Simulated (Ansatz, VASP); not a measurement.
## TaN: VASP beside Ansatz

The input INCAR:

```
PREC = Accurate
ENCUT = 520
EDIFF = 1E-6
ISMEAR = 0
SIGMA = 0.1
LREAL = F
LASPH = T
NELM = 150
ALGO = Normal
ISIF = 2
LWAVE = F
LCHARG = F
ISPIN = 2
MAGMOM = 1 1 0 0
LORBIT = 11
LMAXMIX = 4
GGA = PE
NBANDS = 28
```

The input KPOINTS:

```
Automatic mesh
0
Gamma
  6 6 6
```

File POSCAR:

```
TaN
1.0
    1.5513620200      0.8956792800      4.9630998800
   -1.5513620200      0.8956792800      4.9630998800
    0.0000000000     -1.7913585600      4.9630998800
Ta N
2 2
Direct
    0.5000000000      0.5000000000      0.5000000000
    0.0000000000      0.0000000000      0.0000000000
    0.2586112400      0.2586112400      0.2586112400
    0.7413887600      0.7413887600      0.7413887600
```

Input for Ansatz:

```yaml
crystal:
  lattice:
    - [1.55136202, 0.89567928, 4.96309988]
    - [-1.55136202, 0.89567928, 4.96309988]
    - [0.0, -1.79135856, 4.96309988]
  atoms:
    - { symbol: Ta, position: [0.5, 0.5, 0.5], spin: 1.0 }
    - { symbol: Ta, position: [0.0, 0.0, 0.0], spin: 1.0 }
    - { symbol: "N", position: [0.25861124, 0.25861124, 0.25861124] }
    - { symbol: "N", position: [0.74138876, 0.74138876, 0.74138876] }
basis:
  ecutwfc: 420
kpoints:
  mp_grid: { grid: [6, 6, 6] }
hamiltonian:
  xc: pbe
scf:
  occupations: { method: gaussian, width: 0.1 }
  lower_state_search: "off"
output:
  forces: true
  stress: true
  eigenvalues: true
  populations: true
magnetization:
  spin_polarized: true
```

Alike in both runs: task single point; functional PBE; k mesh 6 × 6 × 6; occupations gaussian, width 0.1 eV; collinear spin.

|  | VASP | Ansatz |
| --- | --- | --- |
| version | VASP 6.6.1 | Ansatz 0.2.0 |
| potentials or method | VASP PAW PBE potentials, release 64 (Ta_pv, N), cutoff 520 eV | scalar-relativistic, plane waves, PAW |
| valence electrons in the cell | 32 | 36 |

```tsv
	VASP	Ansatz	Ansatz less VASP
gap on the k mesh at the Fermi level (eV)	none	none	-
pressure (GPa)	18.8	17.8	-1.03
traceless stress, the component that is largest in VASP (GPa)	1.02	1.05	+0.031
rms of the force components (eV/Å)	0.771	0.761	-0.0096
net moment per atom (μB)	0.00	0.00	0.000
```

Atom by atom the forces differ by 0.010 eV/Å (rms over components). A gap of «none» marks a metal or a gap that the smearing closes. VASP's potentials hold 32 valence electrons a cell and Ansatz's 36, so a difference there can come from the potentials and not from the codes. Ansatz's warnings: seeded moment not kept.

The k mesh is coarse, so the values compare programs but aren't converged. Spin-orbit coupling is off throughout.
